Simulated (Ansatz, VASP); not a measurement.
# One calculation of Pd, two programs

```xyz
1
Lattice="0.0000 1.9578 1.9578 1.9578 0.0000 1.9578 1.9578 1.9578 0.0000" Properties=species:S:1:pos:R:3 pbc="T T T"
Pd    0.0000    0.0000    0.0000
```

Change from the starting cell: volume scaled by 1.02, crystal datasets.

Alike in both runs: task electric field gradients; functional LDA; k mesh 18 × 18 × 18; occupations fermi-dirac, width 0.05 eV; no spin polarisation.

|  | VASP | Ansatz |
| --- | --- | --- |
| version | VASP 6.6.1 | Ansatz 0.2.0 |
| potentials or method | VASP PAW LDA potentials, release 64 (Pd), cutoff 520 eV | all-electron PAW with datasets made for the crystal, scalar-relativistic |

|  | VASP | Ansatz | Ansatz less VASP |
| --- | --- | --- | --- |
| pressure (GPa) | -11.2 | -11.5 | -0.27 |

LDA's correlation is that of Perdew and Zunger in VASP and of Perdew and Wang (1992) in Ansatz. Ansatz ran all-electron here, and VASP with PAW potentials.
